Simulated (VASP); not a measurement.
# SnO (P1) in VASP: a series of runs

The runs below take SnO through single point, with LDA.

Everything below comes from runs of VASP 6.6.1. Logs are shortened: lines on timing, memory, paths and dates and some standing lists are left out, and cuts for length are marked.

## Step 1: The cell of the first run

The typed cell holds 4 atoms: a = 3.355 Å, b = 5.674 Å, c = 4.222 Å, α = 90.00°, β = 90.00°, γ = 90.00°.

## Step 2: Single point, LDA

File INCAR:

```
PREC = Accurate ; ENCUT = 520
EDIFF = 1E-6 ; ISMEAR = 0
SIGMA = 0.01 ; LREAL = False
LASPH = True ; NELM = 60
ALGO = Normal ; ISIF = 2
LWAVE = False ; LCHARG = True
LELF = True ; LVHAR = True
NBANDS = 28
```

File KPOINTS:

```
Automatic mesh
0
Gamma
  4 3 3
```

File POSCAR:

```
SnO
1.0
    3.3550050000      0.0000000000      0.0000000000
    0.0000000000      5.6741040000      0.0000000000
    0.0000000000      0.0000000000      4.2219700000
Sn O
2 2
Direct
   -0.0048402761      0.2037011005      0.4898790704
    0.4982497135      0.7513090123     -0.0112566988
   -0.0036143549      0.8832076459      0.7360605731
    0.4962030058      0.0716454550      0.2384455256
```

Potentials or basis: VASP PAW LDA potentials, release 64 (Sn_d, O).

Launch:

```bash
$ cat potpaw_LDA.64/Sn_d/POTCAR potpaw_LDA.64/O/POTCAR > POTCAR
$ mpirun -np 1 vasp_std > vasp.out
```

OUTCAR:

```text
PREC = Accurate
   ENCUT = 520
   EDIFF = 1E-6
   ISMEAR = 0
   LREAL = False
   LASPH = True
   NELM = 60
   ISIF = 2

 ion  position               nearest neighbor table
   1  0.995  0.204  0.490-   3 2.09   4 2.12   4 2.12   2 3.72   2 3.72   2 3.72   2 3.73
   2  0.498  0.751  0.989-   4 2.10   3 2.12   3 2.13   1 3.72   1 3.72   1 3.72   1 3.73
   3  0.996  0.883  0.736-   1 2.09   2 2.12   2 2.13
   4  0.496  0.072  0.238-   2 2.10   1 2.12   1 2.12

  LATTYP: Found a simple orthorhombic cell.
 ALAT       =     3.3550050000
 B/A-ratio  =     1.2584094510
 C/A-ratio  =     1.6912356315

  Lattice vectors:

 A1 = (  -3.3550050000,   0.0000000000,   0.0000000000)
 A2 = (   0.0000000000,   0.0000000000,   4.2219700000)
 A3 = (   0.0000000000,   5.6741040000,   0.0000000000)

Analysis of symmetry for initial positions (statically):
=====================================================================
 Subroutine PRICEL returns:
 Original cell was already a primitive cell.

 Routine SETGRP: Setting up the symmetry group for a
 simple orthorhombic supercell.

 Subroutine GETGRP returns: Found  1 space group operations
 (whereof  1 operations were pure point group operations)
 out of a pool of  8 trial point group operations.

The static configuration has the point symmetry C_1 .

Analysis of symmetry for dynamics (positions and initial velocities):
=====================================================================
 Subroutine PRICEL returns:
 Original cell was already a primitive cell.

 Routine SETGRP: Setting up the symmetry group for a
 simple orthorhombic supercell.

 Subroutine GETGRP returns: Found  1 space group operations
 (whereof  1 operations were pure point group operations)
 out of a pool of  8 trial point group operations.

The dynamic configuration has the point symmetry C_1 .

 Subroutine INISYM returns: Found  1 space group operations
 (whereof  1 operations are pure point group operations),
 and found     1 'primitive' translations

----------------------------------------------------------------------------------------

                                     Primitive cell

  volume of cell :      80.3722

  direct lattice vectors                    reciprocal lattice vectors
     3.355005000  0.000000000  0.000000000     0.298062149  0.000000000  0.000000000
     0.000000000  5.674104000  0.000000000     0.000000000  0.176239279  0.000000000
     0.000000000  0.000000000  4.221970000     0.000000000  0.000000000  0.236856254

  length of vectors
     3.355005000  5.674104000  4.221970000     0.298062149  0.176239279  0.236856254

  position of ions in fractional coordinates (direct lattice)
     0.995159724  0.203701100  0.489879070
     0.498249714  0.751309012  0.988743301
     0.996385645  0.883207646  0.736060573
     0.496203006  0.071645455  0.238445526

  ion indices of the primitive-cell ions
   primitive index   ion index
                 1           1
                 2           2
                 3           3
                 4           4

----------------------------------------------------------------------------------------

 KPOINTS: Automatic mesh

Automatic generation of k-mesh.
 Grid dimensions read from file:
 generate k-points for:    4    3    3

 Generating k-lattice:

  Cartesian coordinates                     Fractional coordinates (reciprocal lattice)
     0.074515537  0.000000000  0.000000000     0.250000000  0.000000000  0.000000000
     0.000000000  0.058746426  0.000000000     0.000000000  0.333333333  0.000000000
     0.000000000  0.000000000  0.078952085     0.000000000  0.000000000  0.333333333

  Length of vectors
     0.074515537  0.058746426  0.078952085

  Shift w.r.t. Gamma in fractional coordinates (k-lattice)
     0.000000000  0.000000000  0.000000000

 Subroutine IBZKPT returns following result:
 ===========================================

 Found     19 irreducible k-points:

 Following reciprocal coordinates:
            Coordinates               Weight
  0.000000  0.000000  0.000000      1.000000
  0.250000  0.000000  0.000000      2.000000
  0.500000  0.000000  0.000000      1.000000
  0.000000  0.333333  0.000000      2.000000
  0.250000  0.333333  0.000000      2.000000
  0.250000 -0.333333  0.000000      2.000000
[... 11 lines left out ...]
  0.500000  0.333333  0.333333      2.000000
  0.500000 -0.333333  0.333333      2.000000
   k-points           NKPTS =     19   k-points in BZ     NKDIM =     19   number of bands    NBANDS=     28
   number of dos      NEDOS =    301   number of ions     NIONS =      4
   total plane-waves  NPLWV =  37632
   dimension x,y,z NGX =    28 NGY =   42 NGZ =   32
   dimension x,y,z NGXF=    56 NGYF=   84 NGZF=   64
   ions per type =               2   2
   NGX,Y,Z   is equivalent  to a cutoff of  13.87, 12.31, 12.60 a.u.
   NGXF,Y,Z  is equivalent  to a cutoff of  27.75, 24.61, 25.20 a.u.
 SYSTEM =  unknown system
   PREC   = accura    normal or accurate (medium, high low for compatibility)
   ISTART =      0    job   : 0-new  1-cont  2-samecut
   ICHARG =      2    charge: 1-file 2-atom 10-const
   ISPIN  =      1    spin polarized calculation?
   LNONCOLLINEAR =      F non collinear calculations
   LSORBIT =      F    spin-orbit coupling
   LASPH  =      T    aspherical Exc in radial PAW
   ENCUT  =  520.0 eV  38.22 Ry    6.18 a.u.   6.24 10.55  7.85*2*pi/ulx,y,z
   NELM   =     60;   NELMIN=  2; NELMDL= -5     # of ELM steps
   EDIFF  = 0.1E-05   stopping-criterion for ELM
   LREAL  =      F    real-space projection
   EDIFFG = 0.1E-04   stopping-criterion for IOM
   NSW    =      0    number of steps for IOM
   IBRION =     -1    ionic relax: 0-MD 1-quasi-New 2-CG
   NFREE  =      0    steps in history (QN), initial steepest desc. (CG)
   ISIF   =      2    stress and relaxation
   ISYM   =      2    0-nonsym 1-usesym 2-fastsym
   POTIM  = 0.5000    time-step for ionic-motion
   TEBEG  =    0.0;   TEEND  =   0.0 temperature during run
   PSTRESS=    0.0 pullay stress
   NELECT =      40.0000    total number of electrons
   NUPDOWN=      -1.0000    fix difference up-down
   EMIN   =  10.00;   EMAX   =-10.00  energy-range for DOS
   EFERMI =   0.00;   METHOD = LEGACY
   ISMEAR =     0;   SIGMA  =   0.01  broadening in eV -4-tet -1-fermi 0-gaus
   EFERMI_NEDOS =   21; number of points for ismear=-14 and -15
   IALGO  =     38    algorithm
   IMIX   =      4    mixing-type and parameters
     AMIX     =   0.40;   BMIX     =  1.00
     AMIX_MAG =   1.60;   BMIX_MAG =  1.00
  volume/ion in A,a.u.               =      20.09       135.59
  Fermi-wavevector in a.u.,A,eV,Ry     =   1.297357  2.451650 22.900458  1.683136
  Thomas-Fermi vector in A             =   2.428755
   LORBIT       =      0    0 simple, 1 ext, 2 COOP (PROOUT), +10 PAW based schemes
   GGA     = CA    functional components
   LHFCALC =     F    Hartree Fock is set to
   AEXX    =    0.0000 exact exchange contribution
   IVDW    =     0    specifies the selected vdW correction
   LEPSILON=     F    determine dielectric tensor
   LRPA    =     F    only Hartree local field effects (RPA)
 non-spin polarized calculation
 Gauss-broadening in eV      SIGMA  =   0.01
  energy-cutoff  :      520.00
  volume of cell :       80.37
 maximum number of plane-waves:      2172
 NGX is ok and might be reduce to    28
   NGX = 13   NGY = 21   NGZ = 15

 number of electron      40.0000005 magnetization

 Free energy of the ion-electron system (eV)
  ---------------------------------------------------
  ext. energy  EPLUGINS =         0.00000000
  ---------------------------------------------------
  free energy    TOTEN  =       -25.22758153 eV

  energy without entropy =      -25.22758153  energy(sigma->0) =      -25.22758153

 E-fermi :   4.9117     XC(G=0):  -9.9186

 val. band max:        4.7864146097   @ k =   0.0000   0.0000   0.0000
 cond. band min:       6.3441057257   @ k =   0.5000  -0.3333   0.3333
 fundamental gap:      1.5576911160
 Fermi energy:         4.9117133486

 k-point     1 :       0.0000    0.0000    0.0000
  band No.  band energies     occupation
      1     -16.6341      2.00000
      2     -16.2220      2.00000
      3     -16.1186      2.00000
      4     -16.1008      2.00000
      5     -16.0720      2.00000
      6     -16.0395      2.00000
[... 20 lines left out ...]
     27      12.8278      0.00000
     28      13.3751      0.00000

 k-point     2 :       0.2500    0.0000    0.0000
  band No.  band energies     occupation
      1     -16.6203      2.00000
      2     -16.3482      2.00000
      3     -16.1119      2.00000
      4     -16.0908      2.00000
      5     -16.0764      2.00000
      6     -16.0317      2.00000
[... 20 lines left out ...]
     27      12.7908      0.00000
     28      13.8083      0.00000

 k-point     3 :       0.5000    0.0000    0.0000
  band No.  band energies     occupation
      1     -16.5827      2.00000
      2     -16.5747      2.00000
      3     -16.0786      2.00000
      4     -16.0765      2.00000
      5     -16.0381      2.00000
      6     -16.0358      2.00000
[... 20 lines left out ...]
     27      13.6500      0.00000
     28      13.6618      0.00000

 k-point     4 :       0.0000    0.3333    0.0000
  band No.  band energies     occupation
      1     -16.6294      2.00000
      2     -16.2248      2.00000
      3     -16.1139      2.00000
      4     -16.0989      2.00000
      5     -16.0731      2.00000
      6     -16.0456      2.00000
[... 20 lines left out ...]
     27      13.9558      0.00000
     28      14.2577      0.00000

 k-point     5 :       0.2500    0.3333    0.0000
  band No.  band energies     occupation
      1     -16.6204      2.00000
      2     -16.3501      2.00000
      3     -16.1146      2.00000
      4     -16.0864      2.00000
      5     -16.0734      2.00000
      6     -16.0326      2.00000
[... 20 lines left out ...]
     27      13.1760      0.00000
     28      14.4689      0.00000

 k-point     6 :       0.2500   -0.3333    0.0000
  band No.  band energies     occupation
      1     -16.6204      2.00000
      2     -16.3501      2.00000
      3     -16.1147      2.00000
      4     -16.0864      2.00000
      5     -16.0733      2.00000
      6     -16.0325      2.00000
[... 308 lines left out ...]
      5     -16.0612      2.00000
      6     -16.0455      2.00000
[... 20 lines left out ...]
     27      14.2737      0.00000
     28      14.8896      0.00000

 k-point    17 :      -0.2500    0.3333   -0.3333
  band No.  band energies     occupation
      1     -16.5762      2.00000
      2     -16.4450      2.00000
      3     -16.1149      2.00000
      4     -16.1016      2.00000
      5     -16.0612      2.00000
      6     -16.0454      2.00000
[... 20 lines left out ...]
     27      14.2783      0.00000
     28      14.8942      0.00000

 k-point    18 :       0.5000    0.3333    0.3333
  band No.  band energies     occupation
      1     -16.5968      2.00000
      2     -16.5938      2.00000
      3     -16.0993      2.00000
      4     -16.0952      2.00000
      5     -16.0207      2.00000
      6     -16.0181      2.00000
[... 20 lines left out ...]
     27      13.6187      0.00000
     28      14.4226      0.00000

 k-point    19 :       0.5000   -0.3333    0.3333
  band No.  band energies     occupation
      1     -16.6011      2.00000
      2     -16.5894      2.00000
      3     -16.0990      2.00000
      4     -16.0960      2.00000
      5     -16.0210      2.00000
      6     -16.0148      2.00000
[... 20 lines left out ...]
     27      13.5912      0.00000
     28      14.4240      0.00000

------------------------ aborting loop because EDIFF is reached ----------------------------------------

  FORCE on cell =-STRESS in cart. coord.  units (eV):
  Direction    XX          YY          ZZ          XY          YZ          ZX
  --------------------------------------------------------------------------------------
  -------------------------------------------------------------------------------------
  Total       -1.3613864     -0.4318304     -0.5293777      0.0634728     -0.0656387     -0.0150422
  in kB      -27.1385335     -8.6083160    -10.5528716      1.2652968     -1.3084739     -0.2998585
  external PRESSURE =     -15.4332404 kB  Pullay stress =       0.0000000 kB

 VOLUME and BASIS-vectors are now :
 -----------------------------------------------------------------------------
  energy-cutoff  :      520.00
  volume of cell :       80.37
      direct lattice vectors                 reciprocal lattice vectors
     3.355005000  0.000000000  0.000000000     0.298062149  0.000000000  0.000000000
     0.000000000  5.674104000  0.000000000     0.000000000  0.176239279  0.000000000
     0.000000000  0.000000000  4.221970000     0.000000000  0.000000000  0.236856254

 POSITION                                       TOTAL-FORCE (eV/Angst)
 -----------------------------------------------------------------------------------
      3.33877      1.15582      2.06825         0.027340      0.172461      0.018595
      1.67163      4.26301      4.17444        -0.045225     -0.130108      0.038601
      3.34288      5.01141      3.10763         0.033463     -0.008536      0.012891
      1.66476      0.40652      1.00671        -0.015579     -0.033816     -0.070088
 -----------------------------------------------------------------------------------
    total drift:                                0.001030     -0.000334     -0.000093

  FREE ENERGIE OF THE ION-ELECTRON SYSTEM (eV)
  ---------------------------------------------------
  free  energy   TOTEN  =       -25.2275815270 eV

  energy  without entropy=      -25.2275815270  energy(sigma->0) =      -25.22758153
```

Wall time 50 s (1 thread of Intel Xeon 8259CL, shared host); peak memory 0.17 GiB.

What came out:

```yaml
Free_energy: -25.2276 eV
Pressure: -1.5 GPa
Largest_force: 0.176 eV/Å
Band_gap_on_the_k_mesh: 1.56 eV (least direct gap 2.23 eV)
```

Forces in eV/Å, atoms in the order of the input:
```
Sn   0.027  0.172  0.019
Sn  -0.045 -0.130  0.039
O    0.033 -0.009  0.013
O   -0.016 -0.034 -0.070
```

Levels at points of the mesh, in eV from the valence-band top:
```
           k point  band 17  band 18  band 19  band 20  band 21  band 22  band 23  band 24
(0.00, 0.00, 0.00)    -4.01    -3.09    -2.27     0.00     2.23     2.84     5.67     5.70
(0.50, 0.00, 0.00)    -2.98    -2.96    -1.48    -1.46     2.55     2.56     5.49     5.52
```

Caveat: the k points lie up to 0.50 Å⁻¹ apart; spin-orbit coupling is left out, which moves the levels of the heavy elements; an odd mesh through Γ misses points on the zone boundary, where band edges can lie.

(Part 1 of 2 ends here.)
